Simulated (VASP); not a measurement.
# GaAs (F-43m) in VASP: further runs

The runs below take GaAs through elastic constants, with LDA.

All numbers are computed with VASP 6.6.1; they aren't measurements. Logs are shortened: lines on timing, memory, paths and dates and some standing lists are left out, and cuts for length are marked.

## (1) The cell of the first run

It takes space group F-43m (No. 216, cubic). Conventional cell: a = 5.555 Å, b = 5.555 Å, c = 5.555 Å, α = 90.00°, β = 90.00°, γ = 90.00°. Ga (site symmetry -43m) has 4 As at 2.41 Å within 3.2 Å. Within 3.2 Å of As (site symmetry -43m) lie 4 Ga at 2.41 Å.

## (2) Elastic constants, LDA

Input file INCAR:

```
PREC = Accurate ; ENCUT = 600
EDIFF = 1E-8 ; ISMEAR = 0
SIGMA = 0.01 ; LREAL = False
LASPH = True ; NELM = 100
ALGO = Normal ; ISIF = 3
LWAVE = False ; LCHARG = False
IBRION = 6 ; NFREE = 2
POTIM = 0.015 ; NSW = 1
```

Input file KPOINTS:

```
regular mesh
0
Gamma
  8 8 8
```

Input file POSCAR:

```
GaAs
1.0
    0.0000000000      2.7776026006      2.7776026006
    2.7776026006      0.0000000000      2.7776026006
    2.7776026006      2.7776026006      0.0000000000
Ga As
1 1
Direct
    0.0000000000      0.0000000000      0.0000000000
    0.7500000000      0.7500000000      0.7500000000
```

Potentials or basis: VASP PAW LDA potentials, release 64 (Ga_d, As).

Launch:

```
$ cat potpaw_LDA.64/Ga_d/POTCAR potpaw_LDA.64/As/POTCAR > POTCAR
$ mpirun -np 1 vasp_std > vasp.out
```

OUTCAR:

```text
PREC = Accurate
   ENCUT = 600
   EDIFF = 1E-8
   ISMEAR = 0
   LREAL = False
   LASPH = True
   NELM = 100
   ISIF = 3
   IBRION = 6
   NFREE = 2
   POTIM = 0.015
   NSW = 1

 ion  position               nearest neighbor table
   1  0.000  0.000  0.000-   2 2.41   2 2.41   2 2.41   2 2.41
   2  0.750  0.750  0.750-   1 2.41   1 2.41   1 2.41   1 2.41

  LATTYP: Found a face centered cubic cell.
 ALAT       =     5.5552052012

  Lattice vectors:

 A1 = (   0.0000000000,   2.7776026006,   2.7776026006)
 A2 = (   2.7776026006,   0.0000000000,   2.7776026006)
 A3 = (   2.7776026006,   2.7776026006,   0.0000000000)

Analysis of symmetry for initial positions (statically):
=====================================================================
 Subroutine PRICEL returns:
 Original cell was already a primitive cell.

 Routine SETGRP: Setting up the symmetry group for a
 face centered cubic supercell.

 Subroutine GETGRP returns: Found 24 space group operations
 (whereof 24 operations were pure point group operations)
 out of a pool of 48 trial point group operations.

The static configuration has the point symmetry T_d .

Analysis of symmetry for dynamics (positions and initial velocities):
=====================================================================
 Subroutine PRICEL returns:
 Original cell was already a primitive cell.

 Routine SETGRP: Setting up the symmetry group for a
 face centered cubic supercell.

 Subroutine GETGRP returns: Found 24 space group operations
 (whereof 24 operations were pure point group operations)
 out of a pool of 48 trial point group operations.

The dynamic configuration has the point symmetry T_d .

 Subroutine INISYM returns: Found 24 space group operations
 (whereof 24 operations are pure point group operations),
 and found     1 'primitive' translations

----------------------------------------------------------------------------------------

                                     Primitive cell

  volume of cell :      42.8588

  direct lattice vectors                    reciprocal lattice vectors
     0.000000000  2.777602601  2.777602601    -0.180011352  0.180011352  0.180011352
     2.777602601  0.000000000  2.777602601     0.180011352 -0.180011352  0.180011352
     2.777602601  2.777602601  0.000000000     0.180011352  0.180011352 -0.180011352

  length of vectors
     3.928123269  3.928123269  3.928123269     0.311788808  0.311788808  0.311788808

  position of ions in fractional coordinates (direct lattice)
     0.000000000  0.000000000  0.000000000
     0.750000000  0.750000000  0.750000000

  ion indices of the primitive-cell ions
   primitive index   ion index
                 1           1
                 2           2

----------------------------------------------------------------------------------------

 KPOINTS: regular mesh

Automatic generation of k-mesh.
 Grid dimensions read from file:
 generate k-points for:    8    8    8

 Generating k-lattice:

  Cartesian coordinates                     Fractional coordinates (reciprocal lattice)
    -0.022501419  0.022501419  0.022501419     0.125000000  0.000000000  0.000000000
     0.022501419 -0.022501419  0.022501419     0.000000000  0.125000000  0.000000000
     0.022501419  0.022501419 -0.022501419     0.000000000  0.000000000  0.125000000

  Length of vectors
     0.038973601  0.038973601  0.038973601

  Shift w.r.t. Gamma in fractional coordinates (k-lattice)
     0.000000000  0.000000000  0.000000000

 Subroutine IBZKPT returns following result:
 ===========================================

 Found     29 irreducible k-points:

 Following reciprocal coordinates:
            Coordinates               Weight
  0.000000  0.000000  0.000000      1.000000
  0.125000  0.000000  0.000000      8.000000
  0.250000  0.000000  0.000000      8.000000
  0.375000  0.000000  0.000000      8.000000
  0.500000  0.000000  0.000000      4.000000
  0.125000  0.125000  0.000000      6.000000
[... 16 lines left out ...]
  0.500000  0.250000  0.125000     48.000000
 -0.375000  0.250000  0.125000     24.000000
[... 40 lines left out ...]
  volume/ion in A,a.u.               =      21.43       144.61
  Fermi-wavevector in a.u.,A,eV,Ry     =   1.225986  2.316778 20.450128  1.503042
  Thomas-Fermi vector in A             =   2.361004
   LORBIT       =      0    0 simple, 1 ext, 2 COOP (PROOUT), +10 PAW based schemes
   GGA     = CA    functional components
   LHFCALC =     F    Hartree Fock is set to
   AEXX    =    0.0000 exact exchange contribution
   IVDW    =     0    specifies the selected vdW correction
   LEPSILON=     F    determine dielectric tensor
   LRPA    =     F    only Hartree local field effects (RPA)
 finite differences with symmetry
 non-spin polarized calculation
 Gauss-broadening in eV      SIGMA  =   0.01
  energy-cutoff  :      600.00
  volume of cell :       42.86
 maximum number of plane-waves:      1459
   NGX = 15   NGY = 15   NGZ = 15

--------------------------------------- Ionic step        1  -------------------------------------------

 number of electron      17.9999994 magnetization

 Free energy of the ion-electron system (eV)
  ---------------------------------------------------
  ext. energy  EPLUGINS =         0.00000000
  ---------------------------------------------------
  free energy    TOTEN  =        -9.62750074 eV

  energy without entropy =       -9.62750074  energy(sigma->0) =       -9.62750074

------------------------ aborting loop because EDIFF is reached ----------------------------------------

  FORCE on cell =-STRESS in cart. coord.  units (eV):
  Direction    XX          YY          ZZ          XY          YZ          ZX
  --------------------------------------------------------------------------------------
  -------------------------------------------------------------------------------------
  Total        0.6309493      0.6309493      0.6309493     -0.0000000      0.0000000     -0.0000000
  in kB       23.5865645     23.5865645     23.5865645     -0.0000000      0.0000000     -0.0000000
  external PRESSURE =      23.5865645 kB  Pullay stress =       0.0000000 kB
[... 89 lines left out ...]
  FREE ENERGIE OF THE ION-ELECTRON SYSTEM (eV)
  ---------------------------------------------------
  free  energy   TOTEN  =        -9.6141451449 eV

  energy  without entropy=       -9.6141451449  energy(sigma->0) =       -9.61414514

[... ionic steps 4 to 14 ...]

--------------------------------------- Ionic step       15  -------------------------------------------

 number of electron      17.9999997 magnetization

------------------------ aborting loop because EDIFF is reached ----------------------------------------
[... 67 lines left out ...]
--------------------------------------- Ionic step       17  -------------------------------------------

 number of electron      17.9999994 magnetization

 Free energy of the ion-electron system (eV)
  ---------------------------------------------------
  ext. energy  EPLUGINS =         0.00000000
  ---------------------------------------------------
  free energy    TOTEN  =        -9.62633577 eV

  energy without entropy =       -9.62633577  energy(sigma->0) =       -9.62633577

 E-fermi :   4.4453     XC(G=0): -10.1464

 val. band max:        4.3678853096   @ k =   0.0000   0.0000   0.0000
 cond. band min:       5.0546430217   @ k =   0.0000   0.0000   0.0000
 fundamental gap:      0.6867577121
 Fermi energy:         4.4452617072

 k-point     1 :       0.0000    0.0000    0.0000
  band No.  band energies     occupation
      1     -10.7186      2.00000
      2     -10.7165      2.00000
      3     -10.7138      2.00000
      4     -10.6245      2.00000
      5     -10.6245      2.00000
      6      -8.8352      2.00000
      7       4.2721      2.00000
      8       4.3210      2.00000
      9       4.3679      2.00000
     10       5.0546      0.00000
     11       7.9722      0.00000
     12       8.0037      0.00000
     13       8.0375      0.00000
[... 354 lines left out ...]
  band No.  band energies     occupation
      1     -10.8198      2.00000
      2     -10.6880      2.00000
      3     -10.6791      2.00000
      4     -10.6297      2.00000
      5     -10.6205      2.00000
      6      -6.5385      2.00000
      7      -2.4440      2.00000
      8       0.8590      2.00000
      9       2.2003      2.00000
     10       7.4057      0.00000
     11       8.3530      0.00000
     12      10.7895      0.00000
     13      12.1299      0.00000

 [... further k-points ...]

------------------------ aborting loop because EDIFF is reached ----------------------------------------

  FORCE on cell =-STRESS in cart. coord.  units (eV):
  Direction    XX          YY          ZZ          XY          YZ          ZX
  --------------------------------------------------------------------------------------
  -------------------------------------------------------------------------------------
  Total        0.6305188      0.6333010      0.6333010      0.0000000     -0.1318251      0.0000000
  in kB       23.5704734     23.6744784     23.6744784      0.0000000     -4.9279732      0.0000000
  external PRESSURE =      23.6398101 kB  Pullay stress =       0.0000000 kB
[... 17 lines left out ...]
  FREE ENERGIE OF THE ION-ELECTRON SYSTEM (eV)
  ---------------------------------------------------
  free  energy   TOTEN  =        -9.6263357711 eV

  energy  without entropy=       -9.6263357711  energy(sigma->0) =       -9.62633577

 INTERNAL STRAIN TENSORS FROM STRAINED CELLS
 ============================================

 INTERNAL STRAIN TENSOR FOR ION    1 for displacements in x,y,z  (eV/Angst):
          X           Y           Z          XY          YZ          ZX
  --------------------------------------------------------------------------------
  x    -0.00000    -0.00000     0.00000    -0.00000    -8.76621     0.00000
  y    -0.00000     0.00000     0.00000     0.00000    -0.00000    -8.76630
  z    -0.00000    -0.00000     0.00000    -8.76549    -0.00000     0.00000

 INTERNAL STRAIN TENSORS FROM DISPLACED ATOMS
 ============================================

 INTERNAL STRAIN TENSOR FOR ION    1 for displacements in x,y,z  (eV/Angst):
          X           Y           Z          XY          YZ          ZX
  --------------------------------------------------------------------------------
  x     0.00000     0.00000     0.00000     0.00000    -8.78943     0.00000
  y    -0.00000    -0.00000    -0.00000     0.00000     0.00000    -8.78943
  z     0.00000     0.00000     0.00000    -8.78943     0.00000     0.00000

 INTERNAL STRAIN TENSOR FOR ION    2 for displacements in x,y,z  (eV/Angst):
          X           Y           Z          XY          YZ          ZX
  --------------------------------------------------------------------------------
  x     0.00000     0.00000     0.00000     0.00000     8.78413     0.00000
  y     0.00000     0.00000     0.00000     0.00000     0.00000     8.78413
  z     0.00000     0.00000     0.00000     8.78413     0.00000     0.00000

 Eigenvectors and eigenvalues of the dynamical matrix
 ----------------------------------------------------

   1 f  =    8.369417 THz    52.586600 2PiTHz  279.173711 cm-1    34.613113 meV
             X         Y         Z           dx          dy          dz
      0.000000  0.000000  0.000000    -0.548761   -0.465461    0.000000
      4.166404  4.166404  4.166404     0.529569    0.449182    0.000000
[... 21 lines left out ...]
   6 f/i=    0.001501 THz     0.009430 2PiTHz    0.050060 cm-1     0.006207 meV
             X         Y         Z           dx          dy          dz
      0.000000  0.000000  0.000000    -0.642670   -0.263025    0.000000
      4.166404  4.166404  4.166404    -0.665961   -0.272558    0.000000

--------------------------------------------------------------------------------------------------------

 ELASTIC MODULI CONTR FROM IONIC RELAXATION (kBar)
 Direction    XX          YY          ZZ          XY          YZ          ZX
 --------------------------------------------------------------------------------
 XX          -0.0000     -0.0000     -0.0000      0.0000      0.0000     -0.0000
 YY          -0.0000     -0.0000     -0.0000      0.0000      0.0000     -0.0000
 ZZ          -0.0000     -0.0000     -0.0000      0.0000      0.0000     -0.0000
 XY           0.0000      0.0000      0.0000   -278.8387      0.0000      0.0000
 YZ           0.0000      0.0000      0.0000     -0.0000   -278.8387     -0.0000
 ZX          -0.0000     -0.0000     -0.0000      0.0000     -0.0000   -278.8387
 --------------------------------------------------------------------------------

 TOTAL ELASTIC MODULI (kBar)
 Direction    XX          YY          ZZ          XY          YZ          ZX
 --------------------------------------------------------------------------------
 XX        1254.5229    614.9808    614.9808      0.0000      0.0000      0.0000
 YY         614.9808   1254.5229    614.9808      0.0000      0.0000      0.0000
 ZZ         614.9808    614.9808   1254.5229      0.0000      0.0000     -0.0000
 XY           0.0000      0.0000      0.0000    606.1681      0.0000      0.0000
 YZ           0.0000      0.0000      0.0000     -0.0000    606.1681     -0.0000
 ZX           0.0000      0.0000     -0.0000      0.0000     -0.0000    606.1681
 --------------------------------------------------------------------------------
```

Wall time 13 min (1 thread of Intel Xeon 8259CL, shared host); peak memory 0.32 GiB.

Results:

- Elastic constants C11, C12, C44: 125, 61, 61 GPa
- Voigt bulk modulus: 83 GPa
- Highest phonon frequency at Γ, LO-TO splitting left out: 279 cm⁻¹

Phonon frequencies in cm⁻¹ (negative: imaginary):
```tsv
q point	frequencies
(0.000, 0.000, 0.000)	0 0 0 279 279 279
```

Elastic tensor in Voigt notation (GPa, in the Cartesian axes of the cell as first typed):
```
125  61  61   0   0   0
 61 125  61   0   0   0
 61  61 125   0   0   0
  0   0   0  61   0   0
  0   0   0   0  61   0
  0   0   0   0   0  61
```

Clamped-ion elastic tensor (GPa):
```
125  61  61   0   0   0
 61 125  61   0   0   0
 61  61 125   0   0   0
  0   0   0  89   0   0
  0   0   0   0  89   0
  0   0   0   0   0  89
```

Caveat: the cell is under stress, which shifts elastic constants.

## (3) Elastic constants, LDA

This run uses another cell than the first one, of 21.70 Å³/atom.

Input file INCAR:

```
SYSTEM = GaAs
PREC = Accurate
ENCUT = 600
EDIFF = 1E-8
ISMEAR = 0
SIGMA = 0.01
LREAL = .FALSE.
LASPH = .TRUE.
NELM = 100
ALGO = Normal
ISIF = 3
LWAVE = .FALSE.
LCHARG = .FALSE.
IBRION = 6
NFREE = 2
POTIM = 0.015
NSW = 1
```

Input file KPOINTS:

```
Automatic mesh
0
G
  8 8 8
  0 0 0
```

Input file POSCAR:

```
GaAs
1.0
    0.0000000000      2.7891019699      2.7891019699
    2.7891019699      0.0000000000      2.7891019699
    2.7891019699      2.7891019699      0.0000000000
Ga As
1 1
Direct
    0.0000000000      0.0000000000      0.0000000000
    0.7500000000      0.7500000000      0.7500000000
```

Potentials or basis: VASP PAW LDA potentials, release 64 (Ga_d, As).

Launch:

```
$ cat potpaw_LDA.64/Ga_d/POTCAR potpaw_LDA.64/As/POTCAR > POTCAR
$ mpirun -np 1 vasp_std > vasp.out
```

It took 14 min on 1 thread of Intel Xeon 8259CL, shared host; peak memory 0.32 GiB.

The run converged. Its results:

| Property | Result |
| --- | --- |
| Elastic constants C11, C12, C44 | 122, 58, 60 GPa |
| Voigt bulk modulus | 79 GPa |
| Highest phonon frequency at Γ, LO-TO splitting left out | 275 cm⁻¹ |

Phonon frequencies in cm⁻¹ (negative: imaginary):
```
              q point        frequencies
(0.000, 0.000, 0.000)  0 0 0 275 275 275
```

Elastic tensor in Voigt notation (GPa, in the Cartesian axes of the cell as first typed):
```
122  58  58   0   0   0
 58 122  58   0   0   0
 58  58 122   0   0   0
  0   0   0  60   0   0
  0   0   0   0  60   0
  0   0   0   0   0  60
```

Clamped-ion elastic tensor (GPa):
```
122  58  58   0   0   0
 58 122  58   0   0   0
 58  58 122   0   0   0
  0   0   0  85   0   0
  0   0   0   0  85   0
  0   0   0   0   0  85
```

Caveat: the cell is under stress, which shifts elastic constants.

(Part 1 of 2 ends here.)
